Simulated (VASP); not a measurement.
# C (Fd-3m) in VASP: settings compared

The runs below take C through single point, with LDA, PBEsol, PBE.

Everything below comes from runs of VASP 6.6.1. Logs are shortened: lines on timing, memory, paths and dates and some standing lists are left out, and cuts for length are marked.

## (1) The cell of the first run

It takes space group Fd-3m (No. 227, cubic). The conventional cell has a = 3.561 Å, b = 3.561 Å, c = 3.561 Å, α = 90.00°, β = 90.00°, γ = 90.00°. C (site symmetry -43m) has 4 C at 1.54 Å within 2.1 Å.

## (2) Single point, LDA

INCAR reads:

```
ALGO = Normal
EDIFF = 1E-6
ENCUT = 520
ISIF = 2
ISMEAR = -1
LASPH = True
LCHARG = True
LELF = True
LREAL = False
LVHAR = True
LWAVE = False
NBANDS = 11
NELM = 60
PREC = Accurate
SIGMA = 0.03
```

KPOINTS reads:

```
k-points
0
Gamma
  14 14 14
```

POSCAR reads:

```
C
1.0
    0.0000000000      1.7803725545      1.7803725545
    1.7803725545      0.0000000000      1.7803725545
    1.7803725545      1.7803725545      0.0000000000
C
2
Direct
    0.0000000000      0.0000000000      0.0000000000
    0.2500000000      0.2500000000      0.2500000000
```

Potentials or basis: VASP PAW LDA potentials, release 64 (C).

The run is started by

```bash
$ cat potpaw_LDA.64/C/POTCAR > POTCAR
$ mpirun -np 1 vasp_std > vasp.out
```

OUTCAR:

```text
EDIFF = 1E-6
   ENCUT = 520
   ISIF = 2
   ISMEAR = -1
   LASPH = True
   LREAL = False
   NELM = 60
   PREC = Accurate

 ion  position               nearest neighbor table
   1  0.000  0.000  0.000-   2 1.54   2 1.54   2 1.54   2 1.54
   2  0.250  0.250  0.250-   1 1.54   1 1.54   1 1.54   1 1.54

  LATTYP: Found a face centered cubic cell.
 ALAT       =     3.5607451090

  Lattice vectors:

 A1 = (   0.0000000000,   1.7803725545,   1.7803725545)
 A2 = (   1.7803725545,   0.0000000000,   1.7803725545)
 A3 = (   1.7803725545,   1.7803725545,   0.0000000000)

Analysis of symmetry for initial positions (statically):
=====================================================================
 Subroutine PRICEL returns:
 Original cell was already a primitive cell.

 Routine SETGRP: Setting up the symmetry group for a
 face centered cubic supercell.

 Subroutine GETGRP returns: Found 48 space group operations
 (whereof 24 operations were pure point group operations)
 out of a pool of 48 trial point group operations.

The static configuration has the point symmetry T_d .
 The point group associated with its full space group is O_h .

Analysis of symmetry for dynamics (positions and initial velocities):
=====================================================================
 Subroutine PRICEL returns:
 Original cell was already a primitive cell.

 Routine SETGRP: Setting up the symmetry group for a
 face centered cubic supercell.

 Subroutine GETGRP returns: Found 48 space group operations
 (whereof 24 operations were pure point group operations)
 out of a pool of 48 trial point group operations.

The dynamic configuration has the point symmetry T_d .
 The point group associated with its full space group is O_h .

 Subroutine INISYM returns: Found 48 space group operations
 (whereof 24 operations are pure point group operations),
 and found     1 'primitive' translations

----------------------------------------------------------------------------------------

                                     Primitive cell

  volume of cell :      11.2866

  direct lattice vectors                    reciprocal lattice vectors
     0.000000000  1.780372554  1.780372554    -0.280840096  0.280840096  0.280840096
     1.780372554  0.000000000  1.780372554     0.280840096 -0.280840096  0.280840096
     1.780372554  1.780372554  0.000000000     0.280840096  0.280840096 -0.280840096

  length of vectors
     2.517827013  2.517827013  2.517827013     0.486429316  0.486429316  0.486429316

  position of ions in fractional coordinates (direct lattice)
     0.000000000  0.000000000  0.000000000
     0.250000000  0.250000000  0.250000000

  ion indices of the primitive-cell ions
   primitive index   ion index
                 1           1
                 2           2

----------------------------------------------------------------------------------------

 KPOINTS: k-points

Automatic generation of k-mesh.
 Grid dimensions read from file:
 generate k-points for:   14   14   14

 Generating k-lattice:

  Cartesian coordinates                     Fractional coordinates (reciprocal lattice)
    -0.020060007  0.020060007  0.020060007     0.071428571  0.000000000  0.000000000
     0.020060007 -0.020060007  0.020060007     0.000000000  0.071428571  0.000000000
     0.020060007  0.020060007 -0.020060007     0.000000000  0.000000000  0.071428571

  Length of vectors
     0.034744951  0.034744951  0.034744951

  Shift w.r.t. Gamma in fractional coordinates (k-lattice)
     0.000000000  0.000000000  0.000000000

 Subroutine IBZKPT returns following result:
 ===========================================

 Found    104 irreducible k-points:

 Following reciprocal coordinates:
            Coordinates               Weight
  0.000000  0.000000  0.000000      1.000000
  0.071429  0.000000  0.000000      8.000000
  0.142857  0.000000  0.000000      8.000000
  0.214286  0.000000  0.000000      8.000000
  0.285714  0.000000  0.000000      8.000000
  0.357143  0.000000  0.000000      8.000000
[... 16 lines left out ...]
  0.214286  0.142857  0.000000     24.000000
  0.285714  0.142857  0.000000     24.000000
 [... further k-points ...]
   k-points           NKPTS =    104   k-points in BZ     NKDIM =    104   number of bands    NBANDS=     11
   number of dos      NEDOS =    301   number of ions     NIONS =      2
   total plane-waves  NPLWV =   8000
   dimension x,y,z NGX =    20 NGY =   20 NGZ =   20
   dimension x,y,z NGXF=    40 NGYF=   40 NGZF=   40
   ions per type =               2
   NGX,Y,Z   is equivalent  to a cutoff of  13.21, 13.21, 13.21 a.u.
   NGXF,Y,Z  is equivalent  to a cutoff of  26.41, 26.41, 26.41 a.u.
 SYSTEM =  unknown system
   PREC   = accura    normal or accurate (medium, high low for compatibility)
   ISTART =      0    job   : 0-new  1-cont  2-samecut
   ICHARG =      2    charge: 1-file 2-atom 10-const
   ISPIN  =      1    spin polarized calculation?
   LNONCOLLINEAR =      F non collinear calculations
   LSORBIT =      F    spin-orbit coupling
   LASPH  =      T    aspherical Exc in radial PAW
   ENCUT  =  520.0 eV  38.22 Ry    6.18 a.u.   4.68  4.68  4.68*2*pi/ulx,y,z
   NELM   =     60;   NELMIN=  2; NELMDL= -5     # of ELM steps
   EDIFF  = 0.1E-05   stopping-criterion for ELM
   LREAL  =      F    real-space projection
   EDIFFG = 0.1E-04   stopping-criterion for IOM
   NSW    =      0    number of steps for IOM
   IBRION =     -1    ionic relax: 0-MD 1-quasi-New 2-CG
   NFREE  =      0    steps in history (QN), initial steepest desc. (CG)
   ISIF   =      2    stress and relaxation
   ISYM   =      2    0-nonsym 1-usesym 2-fastsym
   POTIM  = 0.5000    time-step for ionic-motion
   TEBEG  =    0.0;   TEEND  =   0.0 temperature during run
   PSTRESS=    0.0 pullay stress
   NELECT =       8.0000    total number of electrons
   NUPDOWN=      -1.0000    fix difference up-down
   EMIN   =  10.00;   EMAX   =-10.00  energy-range for DOS
   EFERMI =   0.00;   METHOD = LEGACY
   ISMEAR =    -1;   SIGMA  =   0.03  broadening in eV -4-tet -1-fermi 0-gaus
   EFERMI_NEDOS =   21; number of points for ismear=-14 and -15
   IALGO  =     38    algorithm
   IMIX   =      4    mixing-type and parameters
     AMIX     =   0.40;   BMIX     =  1.00
     AMIX_MAG =   1.60;   BMIX_MAG =  1.00
  volume/ion in A,a.u.               =       5.64        38.08
  Fermi-wavevector in a.u.,A,eV,Ry     =   1.459656  2.758350 28.988525  2.130596
  Thomas-Fermi vector in A             =   2.576198
   LORBIT       =      0    0 simple, 1 ext, 2 COOP (PROOUT), +10 PAW based schemes
   GGA     = CA    functional components
   LHFCALC =     F    Hartree Fock is set to
   AEXX    =    0.0000 exact exchange contribution
   IVDW    =     0    specifies the selected vdW correction
   LEPSILON=     F    determine dielectric tensor
   LRPA    =     F    only Hartree local field effects (RPA)
 non-spin polarized calculation
  energy-cutoff  :      520.00
  volume of cell :       11.29
 maximum number of plane-waves:       316
   NGX =  9   NGY =  9   NGZ =  9

 number of electron       7.9999999 magnetization

 Free energy of the ion-electron system (eV)
  ---------------------------------------------------
  ext. energy  EPLUGINS =         0.00000000
  ---------------------------------------------------
  free energy    TOTEN  =       -20.23891807 eV

  energy without entropy =      -20.23891807  energy(sigma->0) =      -20.23891807

 E-fermi :  10.3806     XC(G=0): -13.5240

 val. band max:        9.7977969787   @ k =   0.0000   0.0000   0.0000
 cond. band min:      13.9078405942   @ k =   0.3571   0.3571   0.0000
 fundamental gap:      4.1100436155
 Fermi energy:        10.3805942753

 k-point     1 :       0.0000    0.0000    0.0000
  band No.  band energies     occupation
      1     -11.5883      2.00000
      2       9.7978      2.00000
      3       9.7978      2.00000
      4       9.7978      2.00000
      5      15.3544      0.00000
      6      15.3544      0.00000
      7      15.3544      0.00000
      8      23.4698      0.00000
      9      28.8676      0.00000
     10      36.4840      0.00000
     11      36.4840      0.00000

 k-point     2 :       0.0714    0.0000    0.0000
  band No.  band energies     occupation
      1     -11.4466      2.00000
      2       8.8714      2.00000
      3       9.5539      2.00000
      4       9.5539      2.00000
      5      15.6727      0.00000
      6      15.6727      0.00000
      7      15.9171      0.00000
      8      23.5642      0.00000
      9      29.1002      0.00000
     10      34.5147      0.00000
     11      34.5147      0.00000

 k-point     3 :       0.1429    0.0000    0.0000
  band No.  band energies     occupation
      1     -11.0226      2.00000
      2       6.8404      2.00000
      3       8.9868      2.00000
      4       8.9868      2.00000
      5      16.4178      0.00000
      6      16.4178      0.00000
      7      16.9086      0.00000
      8      23.8378      0.00000
      9      29.6422      0.00000
     10      32.9348      0.00000
     11      32.9348      0.00000

 k-point     4 :       0.2143    0.0000    0.0000
  band No.  band energies     occupation
      1     -10.3204      2.00000
      2       4.4591      2.00000
      3       8.3474      2.00000
      4       8.3474      2.00000
      5      17.2172      0.00000
      6      17.2172      0.00000
      7      17.7285      0.00000
      8      24.2451      0.00000
      9      30.1196      0.00000
     10      32.1822      0.00000
     11      32.1822      0.00000
[... 239 lines left out ...]
 k-point    22 :       0.1429    0.1429    0.0000
  band No.  band energies     occupation
      1     -10.8344      2.00000
      2       7.6991      2.00000
      3       7.6991      2.00000
      4       8.1596      2.00000
      5      14.8486      0.00000
      6      18.0783      0.00000
      7      18.0783      0.00000
      8      23.0882      0.00000
      9      30.0310      0.00000
     10      30.0505      0.00000
     11      37.4426      0.00000

 k-point    23 :       0.2143    0.1429    0.0000
  band No.  band energies     occupation
      1     -10.3195      2.00000
      2       6.0151      2.00000
      3       7.0113      2.00000
      4       7.8019      2.00000
      5      15.0181      0.00000
      6      19.0574      0.00000
      7      19.0726      0.00000
      8      22.5030      0.00000
      9      29.7432      0.00000
     10      30.5768      0.00000
     11      36.6020      0.00000

 k-point    24 :       0.2857    0.1429    0.0000
  band No.  band energies     occupation
      1      -9.5302      2.00000
      2       3.8176      2.00000
      3       6.4684      2.00000
      4       7.2340      2.00000
      5      15.6898      0.00000
      6      19.7879      0.00000
      7      19.8223      0.00000
      8      22.1754      0.00000
      9      30.1955      0.00000
     10      30.9385      0.00000
     11      36.0734      0.00000

 [... further k-points ...]

------------------------ aborting loop because EDIFF is reached ----------------------------------------

  FORCE on cell =-STRESS in cart. coord.  units (eV):
  Direction    XX          YY          ZZ          XY          YZ          ZX
  --------------------------------------------------------------------------------------
  -------------------------------------------------------------------------------------
  Total       -0.6675140     -0.6675140     -0.6675140      0.0000000      0.0000000     -0.0000000
  in kB      -94.7563472    -94.7563472    -94.7563472      0.0000000      0.0000000     -0.0000000
  external PRESSURE =     -94.7563472 kB  Pullay stress =       0.0000000 kB

 VOLUME and BASIS-vectors are now :
 -----------------------------------------------------------------------------
  energy-cutoff  :      520.00
  volume of cell :       11.29
      direct lattice vectors                 reciprocal lattice vectors
     0.000000000  1.780372554  1.780372554    -0.280840096  0.280840096  0.280840096
     1.780372554  0.000000000  1.780372554     0.280840096 -0.280840096  0.280840096
     1.780372554  1.780372554  0.000000000     0.280840096  0.280840096 -0.280840096

 POSITION                                       TOTAL-FORCE (eV/Angst)
 -----------------------------------------------------------------------------------
      0.00000      0.00000      0.00000        -0.000000      0.000000     -0.000000
      0.89019      0.89019      0.89019         0.000000      0.000000      0.000000
 -----------------------------------------------------------------------------------
    total drift:                                0.000000      0.000000      0.000000

  FREE ENERGIE OF THE ION-ELECTRON SYSTEM (eV)
  ---------------------------------------------------
  free  energy   TOTEN  =       -20.2389180739 eV

  energy  without entropy=      -20.2389180739  energy(sigma->0) =      -20.23891807
```

Wall time 9.2 s (1 thread of Intel Xeon 6975P-C, shared host); peak memory 0.12 GiB.

Results:

```yaml
Free_energy: -20.2389 eV
Pressure: -9.5 GPa
Band_gap_on_the_k_mesh: 4.11 eV, indirect (least direct gap 5.56 eV)
```

Levels at points of the mesh, in eV from the valence-band top:
```
           k point  band 1  band 2  band 3  band 4  band 5  band 6  band 7  band 8
(0.00, 0.00, 0.00)  -21.39    0.00    0.00    0.00    5.56    5.56    5.56   13.67
(0.50, 0.00, 0.00)  -15.52  -13.41   -2.80   -2.80    8.40    8.40    9.08   15.45
(0.50, 0.50, 0.00)  -12.64  -12.64   -6.32   -6.32    4.72    4.72   16.70   16.70
```

## (3) Single point, PBEsol

INCAR reads:

```
  ALGO = Normal
  EDIFF = 1E-6
  ENCUT = 520
  GGA = PS
  ISIF = 2
  ISMEAR = -1
  LASPH = True
  LCHARG = False
  LREAL = False
  LWAVE = False
  NBANDS = 11
  NELM = 80
  PREC = Accurate
  SIGMA = 0.03
```

KPOINTS is that of step 2.

POSCAR is that of step 2.

Potentials or basis: VASP PAW PBE potentials, release 64 (C).

The run is started by

```bash
$ cat potpaw_PBE.64/C/POTCAR > POTCAR
$ mpirun -np 1 vasp_std > vasp.out
```

Wall time 11 s (1 thread of Intel Xeon 6975P-C, shared host); peak memory 0.12 GiB.

Results (log left out):

* Free energy: -19.2497 eV
* Pressure: -1.5 GPa
* Band gap on the k mesh: 4.02 eV, indirect (least direct gap 5.55 eV)

Levels at points of the mesh, in eV from the valence-band top:
| k point | band 2 | band 3 | band 4 | band 5 | band 6 | band 7 |
| --- | --- | --- | --- | --- | --- | --- |
| (0.00, 0.00, 0.00) | 0.00 | 0.00 | 0.00 | 5.55 | 5.55 | 5.55 |
| (0.50, 0.00, 0.00) | -13.52 | -2.82 | -2.82 | 8.41 | 8.41 | 8.91 |
| (0.50, 0.50, 0.00) | -12.81 | -6.37 | -6.37 | 4.61 | 4.61 | 16.86 |

Caveat: the PAW data sets were made with another functional, which shifts forces and pressure a little.

## (4) Single point, PBE

INCAR reads:

```
SYSTEM = C
  ALGO = Normal
  EDIFF = 1E-6
  ENCUT = 600
  GGA = PE
  GGA_COMPAT = .FALSE.
  ISIF = 2
  ISMEAR = -1
  LASPH = .TRUE.
  LCHARG = .FALSE.
  LREAL = .FALSE.
  LWAVE = .FALSE.
  NBANDS = 11
  NELM = 120
  PREC = Accurate
  SIGMA = 0.03
```

KPOINTS reads:

```
k-points
0
G
  14 14 14
  0 0 0
```

POSCAR is that of step 3.

The run is started by

```bash
$ cat potpaw_PBE.64/C/POTCAR > POTCAR
$ mpirun -np 1 vasp_std > vasp.out
```

Wall time 8.1 s (1 thread of Intel Xeon Platinum 8375C at 2.90GHz (Ice Lake), shared host); peak memory 0.12 GiB.

Results (log left out):

* Free energy: -18.1888 eV
* Pressure: 4.0 GPa
* Band gap on the k mesh: 4.14 eV, indirect (least direct gap 5.60 eV)

Levels at points of the mesh, in eV from the valence-band top:
```csv
k point,band 2,band 3,band 4,band 5,band 6,band 7
"(0.00, 0.00, 0.00)",0.00,0.00,0.00,5.60,5.60,5.60
"(0.50, 0.00, 0.00)",-13.43,-2.81,-2.81,8.48,8.48,8.92
"(0.50, 0.50, 0.00)",-12.80,-6.33,-6.33,4.77,4.77,16.88
```

A k mesh can miss the band edges. Expect the measured gap to be larger: semilocal functionals such as PBE lack the derivative discontinuity.

## (5) Summary

```csv
level,potentials or basis,cutoff (eV),gap on the mesh (eV),pressure (GPa)
LDA,"VASP PAW LDA potentials, release 64 (C)",520,4.11,-9.5
PBEsol,"VASP PAW PBE potentials, release 64 (C)",520,4.02,-1.5
PBE,"VASP PAW PBE potentials, release 64 (C)",600,4.14,4.0
```

Alike in all rows: task single point; no spin polarisation; cell as given; k mesh 14 × 14 × 14; smearing fermi-dirac 0.03 eV.

Caveats: the PAW data sets were made with another functional, which shifts forces and pressure a little (some runs).

Total energies depend on the potentials used, so only differences within one code and one set of settings carry meaning.
